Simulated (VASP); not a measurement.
# Hf2Ge3 (Pmmm) in VASP: single point with r2SCAN

Aim: the single point of Hf2Ge3 with r2SCAN.

All numbers are computed with VASP 6.6.1; they aren't measurements. Logs are shortened: lines on timing, memory, paths and dates and some standing lists are left out, and cuts for length are marked.

## Step 1: The cell of the first run

It takes space group Pmmm (No. 47, orthorhombic). Conventional cell: a = 3.710 Å, b = 3.836 Å, c = 6.645 Å, α = 90.00°, β = 90.00°, γ = 90.00°. Hf (site symmetry mmm) has 12 Ge at 2.94 to 3.84 Å and 8 Hf at 3.71 to 3.84 Å within 3.9 Å. Within 3.5 Å of Hf (site symmetry mmm) lie 8 Ge at 2.67 to 2.83 Å. Within 3.3 Å of Ge (site symmetry mm2) lie 3 Ge at 2.47 to 2.79 Å and 6 Hf at 2.83 to 2.94 Å. Within 3.5 Å of Ge (site symmetry mmm) lie 4 Hf at 2.67 Å and 4 Ge at 2.79 Å.

## Step 2: Single point, r2SCAN

Input file POSCAR:

```
Hf2Ge3
1.0
    3.7104538603      0.0000000000      0.0000000000
    0.0000000000      3.8363316301      0.0000000000
    0.0000000000      0.0000000000      6.6445837622
Hf Ge
2 3
Direct
    0.0000000000      0.5000000000      0.5000000000
    0.5000000000      0.5000000000      0.0000000000
    0.5000000000      0.0000000000      0.3139841833
    0.5000000000      0.0000000000      0.6860158167
    0.0000000000      0.0000000000      0.0000000000
```

Input file INCAR.step1:

```
PREC = Accurate
ENCUT = 550
ISMEAR = 0
SIGMA = 0.1
LREAL = F
LASPH = T
NELM = 120
NBANDS = 39
GGA = PE
ALGO = Normal
EDIFF = 1E-5
LWAVE = T
LCHARG = F
GGA_COMPAT = F
```

Input file INCAR.step2:

```
PREC = Accurate
ENCUT = 550
EDIFF = 1E-6
ISMEAR = 0
SIGMA = 0.1
LREAL = F
LASPH = T
NELM = 120
ALGO = Normal
ISIF = 2
LWAVE = F
LCHARG = F
METAGGA = R2SCAN
LMIXTAU = T
NBANDS = 39
ISTART = 1
GGA_COMPAT = F
```

Input file KPOINTS:

```
regular mesh
0
Gamma
  8 8 6
```

Potentials or basis: VASP PAW PBE potentials, release 64 (Hf_pv, Ge_d).

The run is started by

```console
$ cat potpaw_PBE.64/Hf_pv/POTCAR potpaw_PBE.64/Ge_d/POTCAR > POTCAR
$ cp INCAR.step1 INCAR
$ mpirun -np 1 vasp_std > vasp.out
$ cp INCAR.step2 INCAR
$ mpirun -np 1 vasp_std > vasp.out
```

OUTCAR:

```text
PREC = Accurate
   ENCUT = 550
   EDIFF = 1E-6
   ISMEAR = 0
   LREAL = F
   LASPH = T
   NELM = 120
   ISIF = 2
   METAGGA = R2SCAN
   ISTART = 1

 ion  position               nearest neighbor table
   1  0.000  0.500  0.500-   3 2.94   4 2.94   3 2.94   4 2.94   3 2.94   4 2.94   3 2.94   4 2.94
                             2 3.81   2 3.81   2 3.81   2 3.81
   2  0.500  0.500  0.000-   5 2.67   5 2.67   5 2.67   5 2.67   4 2.83   4 2.83   3 2.83   3 2.83
                             1 3.81   1 3.81   1 3.81   1 3.81
   3  0.500  0.000  0.314-   4 2.47   5 2.79   5 2.79   2 2.83   2 2.83   1 2.94   1 2.94   1 2.94
                             1 2.94
   4  0.500  0.000  0.686-   3 2.47   5 2.79   5 2.79   2 2.83   2 2.83   1 2.94   1 2.94   1 2.94
                             1 2.94
   5  0.000  0.000  0.000-   2 2.67   2 2.67   2 2.67   2 2.67   4 2.79   3 2.79   4 2.79   3 2.79

  LATTYP: Found a simple orthorhombic cell.
 ALAT       =     3.7104538603
 B/A-ratio  =     1.0339251678
 C/A-ratio  =     1.7907738547

  Lattice vectors:

 A1 = (   3.7104538603,   0.0000000000,   0.0000000000)
 A2 = (   0.0000000000,   3.8363316301,   0.0000000000)
 A3 = (   0.0000000000,   0.0000000000,   6.6445837622)

Analysis of symmetry for initial positions (statically):
=====================================================================
 Subroutine PRICEL returns:
 Original cell was already a primitive cell.

 Routine SETGRP: Setting up the symmetry group for a
 simple orthorhombic supercell.

 Subroutine GETGRP returns: Found  8 space group operations
 (whereof  8 operations were pure point group operations)
 out of a pool of  8 trial point group operations.

The static configuration has the point symmetry D_2h.

Analysis of symmetry for dynamics (positions and initial velocities):
=====================================================================
 Subroutine PRICEL returns:
 Original cell was already a primitive cell.

 Routine SETGRP: Setting up the symmetry group for a
 simple orthorhombic supercell.

 Subroutine GETGRP returns: Found  8 space group operations
 (whereof  8 operations were pure point group operations)
 out of a pool of  8 trial point group operations.

The dynamic configuration has the point symmetry D_2h.

 Subroutine INISYM returns: Found  8 space group operations
 (whereof  8 operations are pure point group operations),
 and found     1 'primitive' translations

----------------------------------------------------------------------------------------

                                     Primitive cell

  volume of cell :      94.5825

  direct lattice vectors                    reciprocal lattice vectors
     3.710453860  0.000000000  0.000000000     0.269508809  0.000000000  0.000000000
     0.000000000  3.836331630  0.000000000     0.000000000  0.260665682  0.000000000
     0.000000000  0.000000000  6.644583762     0.000000000  0.000000000  0.150498517

  length of vectors
     3.710453860  3.836331630  6.644583762     0.269508809  0.260665682  0.150498517

  position of ions in fractional coordinates (direct lattice)
     0.000000000  0.500000000  0.500000000
     0.500000000  0.500000000  0.000000000
     0.500000000  0.000000000  0.313984183
     0.500000000  0.000000000  0.686015817
     0.000000000  0.000000000  0.000000000

  ion indices of the primitive-cell ions
   primitive index   ion index
                 1           1
                 2           2
                 3           3
                 4           4
                 5           5

----------------------------------------------------------------------------------------

 KPOINTS: regular mesh

Automatic generation of k-mesh.
 Grid dimensions read from file:
 generate k-points for:    8    8    6

 Generating k-lattice:

  Cartesian coordinates                     Fractional coordinates (reciprocal lattice)
     0.033688601  0.000000000  0.000000000     0.125000000  0.000000000  0.000000000
     0.000000000  0.032583210  0.000000000     0.000000000  0.125000000  0.000000000
     0.000000000  0.000000000  0.025083086     0.000000000  0.000000000  0.166666667

  Length of vectors
     0.033688601  0.032583210  0.025083086

  Shift w.r.t. Gamma in fractional coordinates (k-lattice)
     0.000000000  0.000000000  0.000000000

 Subroutine IBZKPT returns following result:
 ===========================================

 Found    100 irreducible k-points:

 Following reciprocal coordinates:
            Coordinates               Weight
  0.000000  0.000000  0.000000      1.000000
  0.125000  0.000000  0.000000      2.000000
  0.250000  0.000000  0.000000      2.000000
  0.375000  0.000000  0.000000      2.000000
  0.500000  0.000000  0.000000      1.000000
  0.000000  0.125000  0.000000      2.000000
[... 16 lines left out ...]
  0.250000  0.500000  0.000000      2.000000
  0.375000  0.500000  0.000000      2.000000
 [... further k-points ...]
   k-points           NKPTS =    100   k-points in BZ     NKDIM =    100   number of bands    NBANDS=     39
   number of dos      NEDOS =    301   number of ions     NIONS =      5
   total plane-waves  NPLWV =  45360
   dimension x,y,z NGX =    28 NGY =   30 NGZ =   54
   dimension x,y,z NGXF=    56 NGYF=   60 NGZF=  108
   ions per type =               2   3
   NGX,Y,Z   is equivalent  to a cutoff of  12.55, 13.00, 13.51 a.u.
   NGXF,Y,Z  is equivalent  to a cutoff of  25.09, 26.00, 27.02 a.u.
 SYSTEM =  unknown system
   PREC   = accura    normal or accurate (medium, high low for compatibility)
   ISTART =      1    job   : 0-new  1-cont  2-samecut
   ICHARG =      0    charge: 1-file 2-atom 10-const
   ISPIN  =      1    spin polarized calculation?
   LNONCOLLINEAR =      F non collinear calculations
   LSORBIT =      F    spin-orbit coupling
   LASPH  =      T    aspherical Exc in radial PAW
   ENCUT  =  550.0 eV  40.42 Ry    6.36 a.u.   7.10  7.34 12.71*2*pi/ulx,y,z
   NELM   =    120;   NELMIN=  2; NELMDL=  0     # of ELM steps
   EDIFF  = 0.1E-05   stopping-criterion for ELM
   LREAL  =      F    real-space projection
   EDIFFG = 0.1E-04   stopping-criterion for IOM
   NSW    =      0    number of steps for IOM
   IBRION =     -1    ionic relax: 0-MD 1-quasi-New 2-CG
   NFREE  =      0    steps in history (QN), initial steepest desc. (CG)
   ISIF   =      2    stress and relaxation
   ISYM   =      2    0-nonsym 1-usesym 2-fastsym
   POTIM  = 0.5000    time-step for ionic-motion
   TEBEG  =    0.0;   TEEND  =   0.0 temperature during run
   PSTRESS=    0.0 pullay stress
   NELECT =      62.0000    total number of electrons
   NUPDOWN=      -1.0000    fix difference up-down
   EMIN   =  10.00;   EMAX   =-10.00  energy-range for DOS
   EFERMI =   0.00;   METHOD = LEGACY
   ISMEAR =     0;   SIGMA  =   0.10  broadening in eV -4-tet -1-fermi 0-gaus
   EFERMI_NEDOS =   21; number of points for ismear=-14 and -15
   IALGO  =     38    algorithm
   IMIX   =      4    mixing-type and parameters
     AMIX     =   0.40;   BMIX     =  1.00
     AMIX_MAG =   1.60;   BMIX_MAG =  1.00
  volume/ion in A,a.u.               =      18.92       127.65
  Fermi-wavevector in a.u.,A,eV,Ry     =   1.422116  2.687410 27.516618  2.022414
  Thomas-Fermi vector in A             =   2.542854
   LORBIT       =      0    0 simple, 1 ext, 2 COOP (PROOUT), +10 PAW based schemes
   METAGGA = R2SCAN    functional components
   LHFCALC =     F    Hartree Fock is set to
   AEXX    =    0.0000 exact exchange contribution
   IVDW    =     0    specifies the selected vdW correction
   LEPSILON=     F    determine dielectric tensor
   LRPA    =     F    only Hartree local field effects (RPA)
 non-spin polarized calculation
 Gauss-broadening in eV      SIGMA  =   0.10
  energy-cutoff  :      550.00
  volume of cell :       94.58
 maximum number of plane-waves:      2796
   NGX = 15   NGY = 15   NGZ = 25

 number of electron      62.0000003 magnetization

 Free energy of the ion-electron system (eV)
  ---------------------------------------------------
  ext. energy  EPLUGINS =         0.00000000
  ---------------------------------------------------
  free energy    TOTEN  =      -133.60117391 eV

  energy without entropy =     -133.59341259  energy(sigma->0) =     -133.59729325

 E-fermi :   6.6186     XC(G=0): -12.6120

 val. band max:        6.6084388138   @ k =   0.1250   0.2500   0.5000
 cond. band min:       6.6288997802   @ k =   0.2500   0.0000   0.3333
 fundamental gap:      0.0204609663
 Fermi energy:         6.6185584336

 k-point     1 :       0.0000    0.0000    0.0000
  band No.  band energies     occupation
      1     -26.1089      2.00000
      2     -26.0577      2.00000
      3     -26.0187      2.00000
      4     -25.6451      2.00000
      5     -25.5590      2.00000
      6     -25.4926      2.00000
[... 31 lines left out ...]
     38       9.8645      0.00000
     39      10.2320      0.00000

 k-point     2 :       0.1250    0.0000    0.0000
  band No.  band energies     occupation
      1     -26.1066      2.00000
      2     -26.0717      2.00000
      3     -26.0174      2.00000
      4     -25.6457      2.00000
      5     -25.5586      2.00000
      6     -25.5101      2.00000
[... 31 lines left out ...]
     38       9.9773      0.00000
     39      10.1726      0.00000

 k-point     3 :       0.2500    0.0000    0.0000
  band No.  band energies     occupation
      1     -26.1055      2.00000
      2     -26.1011      2.00000
      3     -26.0142      2.00000
      4     -25.6471      2.00000
      5     -25.5575      2.00000
      6     -25.5519      2.00000
[... 832 lines left out ...]
 k-point    23 :       0.2500    0.5000    0.0000
  band No.  band energies     occupation
      1     -26.0975      2.00000
      2     -26.0945      2.00000
      3     -26.0812      2.00000
      4     -25.7349      2.00000
      5     -25.5488      2.00000
      6     -25.5425      2.00000
[... 31 lines left out ...]
     38      10.7189      0.00000
     39      10.7681      0.00000

 k-point    24 :       0.3750    0.5000    0.0000
  band No.  band energies     occupation
      1     -26.1292      2.00000
      2     -26.0902      2.00000
      3     -26.0761      2.00000
      4     -25.7250      2.00000
      5     -25.5735      2.00000
      6     -25.5470      2.00000
[... 31 lines left out ...]
     38      10.0462      0.00000
     39      11.0069      0.00000

 [... further k-points ...]

------------------------ aborting loop because EDIFF is reached ----------------------------------------

  FORCE on cell =-STRESS in cart. coord.  units (eV):
  Direction    XX          YY          ZZ          XY          YZ          ZX
  --------------------------------------------------------------------------------------
  -------------------------------------------------------------------------------------
  Total       -1.6585961     -1.9547296     -1.5033350      0.0000000      0.0000000      0.0000000
  in kB      -28.0957268    -33.1120686    -25.4656867      0.0000000      0.0000000      0.0000000
  external PRESSURE =     -28.8911607 kB  Pullay stress =       0.0000000 kB

 VOLUME and BASIS-vectors are now :
 -----------------------------------------------------------------------------
  energy-cutoff  :      550.00
  volume of cell :       94.58
      direct lattice vectors                 reciprocal lattice vectors
     3.710453860  0.000000000  0.000000000     0.269508809  0.000000000  0.000000000
     0.000000000  3.836331630  0.000000000     0.000000000  0.260665682  0.000000000
     0.000000000  0.000000000  6.644583762     0.000000000  0.000000000  0.150498517

 POSITION                                       TOTAL-FORCE (eV/Angst)
 -----------------------------------------------------------------------------------
      0.00000      1.91817      3.32229         0.000000      0.000000      0.000000
      1.85523      1.91817      0.00000         0.000000      0.000000      0.000000
      1.85523      0.00000      2.08629         0.000000      0.000000      0.113053
      1.85523      0.00000      4.55829         0.000000      0.000000     -0.113053
      0.00000      0.00000      0.00000         0.000000      0.000000      0.000000
 -----------------------------------------------------------------------------------
    total drift:                                0.000000      0.000000     -0.000000

  FREE ENERGIE OF THE ION-ELECTRON SYSTEM (eV)
  ---------------------------------------------------
  free  energy   TOTEN  =      -133.6011739067 eV

  energy  without entropy=     -133.5934125944  energy(sigma->0) =     -133.59729325
```

Wall time 41 min (1 thread of Intel Xeon 8259CL, shared host); peak memory 0.45 GiB.

Results:

```yaml
Free_energy: -133.6012 eV
Pressure: -2.9 GPa
Largest_force: 0.113 eV/Å
Band_gap_on_the_k_mesh: zero (bands 31 and 32 overlap by 1.82 eV)
```

Forces in eV/Å, atoms in the order of the input:
```
Hf   0.000  0.000  0.000
Hf   0.000  0.000  0.000
Ge   0.000  0.000  0.113
Ge   0.000  0.000 -0.113
Ge   0.000  0.000  0.000
```

Levels at points of the mesh, in eV from the Fermi level:
```csv
k point,band 28,band 29,band 30,band 31,band 32,band 33,band 34,band 35
"(0.00, 0.00, 0.00)",-1.56,-1.44,-0.93,-0.86,0.84,1.45,1.66,2.04
"(0.50, 0.00, 0.00)",-2.74,-2.34,-0.55,-0.26,0.80,1.14,1.52,2.51
"(0.00, 0.50, 0.00)",-2.68,-1.04,-0.49,0.16,0.18,0.91,2.19,2.42
"(0.50, 0.50, 0.00)",-3.20,-3.11,-2.66,-0.77,1.75,1.80,2.23,2.28
"(0.00, 0.00, 0.50)",-1.47,-1.46,-1.26,-0.75,1.43,1.56,1.76,1.77
"(0.50, 0.00, 0.50)",-2.74,-2.37,-1.94,-0.20,1.40,1.84,1.96,2.67
"(0.00, 0.50, 0.50)",-3.10,-2.41,-1.89,-0.23,1.45,1.68,2.06,2.43
"(0.50, 0.50, 0.50)",-3.63,-2.76,-1.95,-1.84,-0.94,1.65,2.30,3.15
```

Caveat: the PAW data sets were made with another functional, which shifts forces and pressure a little; spin-orbit coupling is left out, which moves the levels of the heavy elements.
